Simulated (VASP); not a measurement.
Wanted: the native input for a VASP 6.6.1 run.

```
Task                   : electric field gradients
Functional             : PBEsol
Potentials or basis    : VASP PAW PBE potentials, release 64 (Zr_sv, H)
Cutoff                 : 520 eV
k mesh                 : 9 × 9 × 6
Occupations            : fermi-dirac, width 0.02 eV
Spin                   : no spin polarisation
Dipole correction      : no
Further INCAR settings : ALGO = Normal; EDIFF = 1e-08; NBANDS = 21
```

The structure of ZrH lies in POSCAR:

```
ZrH
1.0
    3.2427916985     -0.0162139585     -0.0162139585
   -0.0162139585      3.2427916985     -0.0162139585
   -0.0247400000     -0.0247400000      4.9480000000
Zr H
2 2
Direct
    0.0000000000      0.5000000000      0.0000000000
    0.5000000000      0.0000000000      0.5000000000
    0.0000000000      0.0000000000      0.7500000000
    0.0000000000      0.0000000000      0.2500000000
```

This cell differs from its parent crystal: equal xy, yz and zx shear strains of -1 %.

The input as run:

INCAR

```
SYSTEM = ZrH
  ALGO = Normal
  EDIFF = 1E-8
  ENCUT = 520
  GGA = PS
  ISIF = 2
  ISMEAR = -1
  LASPH = .TRUE.
  LCHARG = .FALSE.
  LEFG = .TRUE.
  LREAL = .FALSE.
  LWAVE = .FALSE.
  NBANDS = 21
  NELM = 80
  PREC = Accurate
  SIGMA = 0.02
```

KPOINTS

```
k-points
0
G
  9 9 6
  0 0 0
```

Potentials or basis: VASP PAW PBE potentials, release 64 (Zr_sv, H).

Launch:

```console
$ cat potpaw_PBE.64/Zr_sv/POTCAR potpaw_PBE.64/H/POTCAR > POTCAR
$ mpirun -np 1 vasp_std > vasp.out
```

It gave:

```
Pressure                                : -2.5 GPa
Largest force                           : 0.079 eV/Å
Band gap on the k mesh                  : zero (bands 13 and 14 overlap by 1.02 eV)
Largest electric field gradient by atom : Zr +78.6; H +0.9 V/Å²
```

Caveat: the cell differs from its parent crystal (equal xy, yz and zx shear strains of -1 %); without QUAD_EFG the Cq values of the log hold for a quadrupole moment of 1 mb, not for the nuclei; the PAW data sets were made with another functional, which shifts forces and pressure a little.

Wall time 82 s on 1 thread of Intel(R) Xeon(R) Platinum 8488C (Sapphire Rapids), on a shared host, peak memory 0.25 GiB.
